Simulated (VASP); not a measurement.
# NbSi (rocksalt type) (Fm-3m) in VASP: a series of runs, part 2 of 2

VASP 6.6.1.

### 5 Single point, PBE (17.39 Å³/atom)

This run uses another cell than the first one, of 17.39 Å³/atom.

Input file INCAR:

```
ALGO = Normal ; EDIFF = 1E-7
ENCUT = 520 ; GGA = PE
ISIF = 2 ; ISMEAR = -1
LASPH = T ; LCHARG = F
LREAL = F ; LWAVE = F
NBANDS = 16 ; NELM = 100
PREC = Accurate ; SIGMA = 0.05
```

Input file KPOINTS:

```
k-points
0
Gamma
  14 14 14
```

Input file POSCAR:

```
NbSi
1.0
    0.0000000000      2.5906957069      2.5906957069
    2.5906957069      0.0000000000      2.5906957069
    2.5906957069      2.5906957069      0.0000000000
Nb Si
1 1
Direct
    0.0000000000      0.0000000000      0.0000000000
    0.5000000000      0.5000000000      0.5000000000
```

Potentials or basis: VASP PAW PBE potentials, release 64 (Nb_sv, Si).

Launch:

```bash
cat potpaw_PBE.64/Nb_sv/POTCAR potpaw_PBE.64/Si/POTCAR > POTCAR
mpirun -np 1 vasp_std > vasp.out
```

OUTCAR:

```text
EDIFF = 1E-7
   ENCUT = 520
   GGA = PE
   ISIF = 2
   ISMEAR = -1
   LASPH = T
   LREAL = F
   NELM = 100
   PREC = Accurate

 ion  position               nearest neighbor table
   1  0.000  0.000  0.000-   2 2.59   2 2.59   2 2.59   2 2.59   2 2.59   2 2.59
   2  0.500  0.500  0.500-   1 2.59   1 2.59   1 2.59   1 2.59   1 2.59   1 2.59

  LATTYP: Found a face centered cubic cell.
 ALAT       =     5.1813914138

  Lattice vectors:

 A1 = (   0.0000000000,   2.5906957069,   2.5906957069)
 A2 = (   2.5906957069,   0.0000000000,   2.5906957069)
 A3 = (   2.5906957069,   2.5906957069,   0.0000000000)

Analysis of symmetry for initial positions (statically):
=====================================================================
 Subroutine PRICEL returns:
 Original cell was already a primitive cell.

 Routine SETGRP: Setting up the symmetry group for a
 face centered cubic supercell.

 Subroutine GETGRP returns: Found 48 space group operations
 (whereof 48 operations were pure point group operations)
 out of a pool of 48 trial point group operations.

The static configuration has the point symmetry O_h .

Analysis of symmetry for dynamics (positions and initial velocities):
=====================================================================
 Subroutine PRICEL returns:
 Original cell was already a primitive cell.

 Routine SETGRP: Setting up the symmetry group for a
 face centered cubic supercell.

 Subroutine GETGRP returns: Found 48 space group operations
 (whereof 48 operations were pure point group operations)
 out of a pool of 48 trial point group operations.

The dynamic configuration has the point symmetry O_h .

 Subroutine INISYM returns: Found 48 space group operations
 (whereof 48 operations are pure point group operations),
 and found     1 'primitive' translations

[... 108 lines left out ...]
   EFERMI =   0.00;   METHOD = LEGACY
   ISMEAR =    -1;   SIGMA  =   0.05  broadening in eV -4-tet -1-fermi 0-gaus
   EFERMI_NEDOS =   21; number of points for ismear=-14 and -15
   IALGO  =     38    algorithm
   IMIX   =      4    mixing-type and parameters
     AMIX     =   0.40;   BMIX     =  1.00
     AMIX_MAG =   1.60;   BMIX_MAG =  1.00
  volume/ion in A,a.u.               =      17.39       117.34
  Fermi-wavevector in a.u.,A,eV,Ry     =   1.289629  2.437045 22.628428  1.663143
  Thomas-Fermi vector in A             =   2.421510
   LORBIT       =      0    0 simple, 1 ext, 2 COOP (PROOUT), +10 PAW based schemes
   GGA     = PE    functional components
   LHFCALC =     F    Hartree Fock is set to
   AEXX    =    0.0000 exact exchange contribution
   IVDW    =     0    specifies the selected vdW correction
   LEPSILON=     F    determine dielectric tensor
   LRPA    =     F    only Hartree local field effects (RPA)
 non-spin polarized calculation
  energy-cutoff  :      520.00
  volume of cell :       34.78
 maximum number of plane-waves:       960
   NGX = 13   NGY = 13   NGZ = 13

 number of electron      17.0000001 magnetization

 Free energy of the ion-electron system (eV)
  ---------------------------------------------------
  ext. energy  EPLUGINS =         0.00000000
  ---------------------------------------------------
  free energy    TOTEN  =       -16.09128869 eV

  energy without entropy =      -16.07858008  energy(sigma->0) =      -16.08493439

 E-fermi :  10.0444     XC(G=0): -11.5004

 val. band max:       10.0334278647   @ k =   0.5000   0.2857   0.0714
 cond. band min:      10.0513936104   @ k =   0.2857   0.1429   0.0714
 fundamental gap:      0.0179657457
 Fermi energy:        10.0443858836

 k-point     1 :       0.0000    0.0000    0.0000
  band No.  band energies     occupation
      1     -45.3143      2.00000
      2     -21.3286      2.00000
      3     -21.3286      2.00000
      4     -21.3286      2.00000
      5      -0.5638      2.00000
      6       8.8068      2.00000
[... 433 lines left out ...]
      3     -21.3544      2.00000
      4     -21.3517      2.00000
      5       0.6949      2.00000
      6       6.6717      2.00000
[... 8 lines left out ...]
     15      19.6528      0.00000
     16      20.2335      0.00000

 [... further k-points ...]

------------------------ aborting loop because EDIFF is reached ----------------------------------------

  FORCE on cell =-STRESS in cart. coord.  units (eV):
  Direction    XX          YY          ZZ          XY          YZ          ZX
  --------------------------------------------------------------------------------------
  -------------------------------------------------------------------------------------
  Total       -0.6516306     -0.6516306     -0.6516306      0.0000000      0.0000000      0.0000000
  in kB      -30.0215291    -30.0215291    -30.0215291      0.0000000      0.0000000      0.0000000
  external PRESSURE =     -30.0215291 kB  Pullay stress =       0.0000000 kB

 VOLUME and BASIS-vectors are now :
 -----------------------------------------------------------------------------
  energy-cutoff  :      520.00
  volume of cell :       34.78
      direct lattice vectors                 reciprocal lattice vectors
     0.000000000  2.590695707  2.590695707    -0.192998351  0.192998351  0.192998351
     2.590695707  0.000000000  2.590695707     0.192998351 -0.192998351  0.192998351
     2.590695707  2.590695707  0.000000000     0.192998351  0.192998351 -0.192998351

 POSITION                                       TOTAL-FORCE (eV/Angst)
 -----------------------------------------------------------------------------------
      0.00000      0.00000      0.00000        -0.000000      0.000000      0.000000
      2.59070      2.59070      2.59070         0.000000     -0.000000     -0.000000
 -----------------------------------------------------------------------------------
    total drift:                               -0.000000      0.000000      0.000000

  FREE ENERGIE OF THE ION-ELECTRON SYSTEM (eV)
  ---------------------------------------------------
  free  energy   TOTEN  =       -16.0912886915 eV

  energy  without entropy=      -16.0785800828  energy(sigma->0) =      -16.08493439
```

OSZICAR:

```text
N       E                     dE             d eps       ncg     rms          rms(c)
DAV:   1     0.123109088264E+03    0.12311E+03   -0.82720E+03  3328   0.992E+02
DAV:   2    -0.118162033946E+02   -0.13493E+03   -0.12811E+03  4064   0.336E+02
DAV:   3    -0.172011842546E+02   -0.53850E+01   -0.52590E+01  5376   0.552E+01
DAV:   4    -0.173940141787E+02   -0.19283E+00   -0.19257E+00  4184   0.965E+00
DAV:   5    -0.174012669212E+02   -0.72527E-02   -0.72514E-02  5560   0.174E+00    0.843E+00
DAV:   6    -0.160866507528E+02    0.13146E+01   -0.32964E+00  5480   0.161E+01    0.254E+00
DAV:   7    -0.160913201672E+02   -0.46694E-02   -0.13404E-01  3904   0.317E+00    0.160E+00
DAV:   8    -0.160912261808E+02    0.93986E-04   -0.19409E-02  5640   0.983E-01    0.334E-01
DAV:   9    -0.160912298217E+02   -0.36409E-05   -0.11996E-03  4360   0.220E-01    0.143E-01
DAV:  10    -0.160912932079E+02   -0.63386E-04   -0.19327E-04  4024   0.147E-01    0.152E-02
DAV:  11    -0.160912897084E+02    0.34995E-05   -0.74589E-06  5032   0.302E-02    0.663E-03
DAV:  12    -0.160912886264E+02    0.10820E-05   -0.64620E-07  4408   0.101E-02    0.284E-03
DAV:  13    -0.160912887537E+02   -0.12730E-06   -0.35255E-08  2672   0.279E-03    0.770E-04
DAV:  14    -0.160912886915E+02    0.62177E-07   -0.68465E-09  2344   0.118E-03
   1 F= -.16091289E+02 E0= -.16084934E+02  d E =-.127086E-01
```

stdout:

```text
POSCAR found type information on POSCAR NbSi
 POSCAR found :  2 types and       2 ions
 scaLAPACK will be used
 LDA part: xc-table for (Slater+PW92), standard interpolation
 POSCAR, INCAR and KPOINTS ok, starting setup
 FFT: planning ... GRIDC
 FFT: planning ... GRID_SOFT
 FFT: planning ... GRID
 WAVECAR not read
 entering main loop
```

It took 94 s on 1 thread of Intel Xeon 8259CL, shared host; peak memory 0.2 GiB.

What came out:

* Free energy: -16.0913 eV
* Pressure: -3.0 GPa
* Band gap on the k mesh: zero (an odd number of electrons rules out a gap without spin polarisation)

Caveat: the cell stands under tension.

### 6 Summary

```tsv
cell	gap on the mesh (eV)	pressure (GPa)
a = 3.566 Å, angles 60.0°, 2 atoms	none	10.2
a = 3.615 Å, angles 60.0°, 2 atoms	none	3.0
a = 3.640 Å, angles 60.0°, 2 atoms	none	-0.2
a = 3.664 Å, angles 60.0°, 2 atoms	none	-3.0
```

Alike in all rows: task single point; level PBE; potentials or basis VASP PAW PBE potentials, release 64 (Nb_sv, Si); no spin polarisation; k mesh 14 × 14 × 14; cutoff (eV) 520; smearing fermi-dirac 0.05 eV.

Caveats: the cell stands under pressure (at least some runs); the cell stands under tension (at least some runs).

Total energies depend on the potentials used, so only differences within one code and one set of settings carry meaning.
